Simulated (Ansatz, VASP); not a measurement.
## AgCl in VASP and in Ansatz

```
Ag Cl
1.0
     0.00000    2.66226    2.66226
     2.66226    0.00000    2.66226
     2.66226    2.66226    0.00000
Ag Cl
1 1
Cartesian
  0.0000 0.0000 0.0000
  2.6623 2.6623 2.6623
```

Change from the starting cell: hydrostatic strain -4.0%.

Alike in both runs: task single point; functional r2SCAN; k mesh 8 × 8 × 8; no spin polarisation.

|  | VASP | Ansatz |
| --- | --- | --- |
| version | VASP 6.6.1 | Ansatz 0.2.0 |
| potentials or method | VASP PAW PBE potentials, release 64 (Ag, Cl) | plane waves, PAW |
| plane-wave cutoff (eV) | 520 | 500 |
| occupations | gaussian, width 0.01 eV | fixed |
| valence electrons in the cell | 18 | 26 |

Ansatz gave:

```
gap on the k mesh at the Fermi level (eV) : 1.51
pressure (GPa)                            : 8.4
```

Q: What did VASP give for the same quantities?

A: gap on the k mesh at the Fermi level (eV): 1.46; pressure (GPa): 8.4.

VASP's potentials were made for PBE, not for r2SCAN. VASP's potentials hold 18 valence electrons a cell and Ansatz's 26, so a difference there can come from the potentials and not from the codes.
